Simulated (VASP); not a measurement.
Crystal: SnSe2.

```
CELL_PARAMETERS angstrom
6.32475 0.00000 0.00000
0.00000 6.32475 0.00000
0.00000 0.00000 4.17433
ATOMIC_POSITIONS crystal
Sn 0.00000 0.00000 0.00000
Sn 0.50000 0.50000 0.50000
Se 0.30500 0.30500 0.00000
Se 0.19500 0.80500 0.50000
Se 0.80500 0.19500 0.50000
Se 0.69500 0.69500 0.00000
```

* Program: VASP 6.6.1
* Task: relaxation of cell and atoms
* Functional: PBE
* Potentials or basis: VASP PAW PBE potentials, release 64 (Sn_d, Se)
* Cutoff: 600 eV
* k mesh: 4 × 4 × 6
* Occupations: fermi-dirac, width 0.02 eV
* Spin: no spin polarisation

At the start: pressure 1.4 GPa; volume 27.83 Å³/atom.

Problem. How do energy, volume and symmetry change on relaxing?

Solution. Over 12 steps the energy falls by 11.8 meV/atom and the volume is 28.95 Å³/atom (+4.0 %); space group P4_2/mnm (No. 136, to 0.1 Å) before and after.

The path:
```csv
step,energy change (eV),largest force (eV/Å),pressure (GPa),volume (Å³)
1,0.0000,0.0327,1.35,166.98
2,-0.0333,0.0643,-0.33,172.70
3,-0.0334,0.0668,-0.42,173.08
4,-0.0516,0.0386,-0.28,173.02
5,-0.0701,0.0109,0.15,172.77
6,-0.0703,0.0072,0.24,172.72
7,-0.0703,0.0081,0.21,172.73
8,-0.0707,0.0275,-0.13,174.14
9,-0.0709,0.0199,0.00,173.61
10,-0.0709,0.0201,-0.01,173.63
11,-0.0710,0.0089,0.00,173.68
12,-0.0710,0.0000,0.00,173.72
```

Final structure:
```yaml
crystal:
  lattice:
    - [6.57735, 0.00000, 0.00000]
    - [0.00000, 6.57735, 0.00000]
    - [0.00000, 0.00000, 4.01556]
  atoms:
    - { symbol: Sn, position: [0.00000, 0.00000, 0.00000] }
    - { symbol: Sn, position: [0.50000, 0.50000, 0.50000] }
    - { symbol: Se, position: [0.30694, 0.30694, 0.00000] }
    - { symbol: Se, position: [0.19306, 0.80693, 0.50000] }
    - { symbol: Se, position: [0.80693, 0.19306, 0.50000] }
    - { symbol: Se, position: [0.69307, 0.69307, 0.00000] }
```

Caveat: the structure was generated, so it needn't be the stable form of SnSe2.
